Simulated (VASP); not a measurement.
A run of VASP 6.6.1 is set up as follows.

Contents of INCAR:

```
PREC = Accurate
ENCUT = 600
EDIFF = 1E-6
ISMEAR = -1
SIGMA = 0.05
LREAL = F
LASPH = T
NELM = 120
ALGO = Normal
ISIF = 2
LWAVE = F
LCHARG = F
NBANDS = 21
GGA_COMPAT = F
```

Contents of KPOINTS:

```
regular mesh
0
Gamma
  8 8 8
```

Contents of POSCAR:

```
PbF2
1.0
    0.0000000000      2.9031601670      2.9031601670
    2.9031601670      0.0000000000      2.9031601670
    2.9031601670      2.9031601670      0.0000000000
Pb F
1 2
Direct
    0.0000000000      0.0000000000      0.0000000000
    0.7500000000      0.7500000000      0.7500000000
    0.2500000000      0.2500000000      0.2500000000
```

Potentials or basis: VASP PAW LDA potentials, release 64 (Pb_d, F).

Run with:

```sh
$ cat potpaw_LDA.64/Pb_d/POTCAR potpaw_LDA.64/F/POTCAR > POTCAR
$ mpirun -np 1 vasp_std > vasp.out
```

**Question.** Predict the pressure.

**Answer.** 0.2 GPa.

**Question.** Predict the band gap on the k mesh.

**Answer.** 4.20 eV, indirect (least direct gap 4.37 eV).

Caveat: spin-orbit coupling is left out, which moves the levels of the heavy elements. A k mesh can miss the band edges.
